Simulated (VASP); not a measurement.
The system is LiH.

```
CELL_PARAMETERS angstrom
2.50166 0.00000 0.00000
0.00000 2.50166 0.00000
0.00000 0.00000 2.50166
ATOMIC_POSITIONS crystal
Li 0.00000 0.00000 0.00000
H 0.50000 0.50000 0.50000
```

Base run:

- Program: VASP 6.6.1
- Functional: r2SCAN
- Potentials or basis: VASP PAW PBE potentials, release 64 (Li_sv, H)
- Cutoff: 520 eV
- k mesh: 6 × 6 × 6
- Occupations: gaussian, width 0.01 eV
- Spin: no spin polarisation

Its results: band gap on the k mesh 1.29 eV, indirect (least direct gap 4.88 eV).

Question: After a change of settings the same cell gave: band gap on the k mesh 0.72 eV, indirect (least direct gap 4.20 eV). Which change was it?
A. functional from r2SCAN to HSE06; further incar settings from ALGO = Normal; EDIFF = 1e-06; NBANDS = 9 to ALGO = Normal; EDIFF = 1e-07; NBANDS = 9
B. functional from r2SCAN to PBE0
C. functional from r2SCAN to PBE

Answer: C.

r2SCAN gives the wider gap, since meta-GGAs in the generalised Kohn-Sham scheme recover part of the derivative discontinuity.
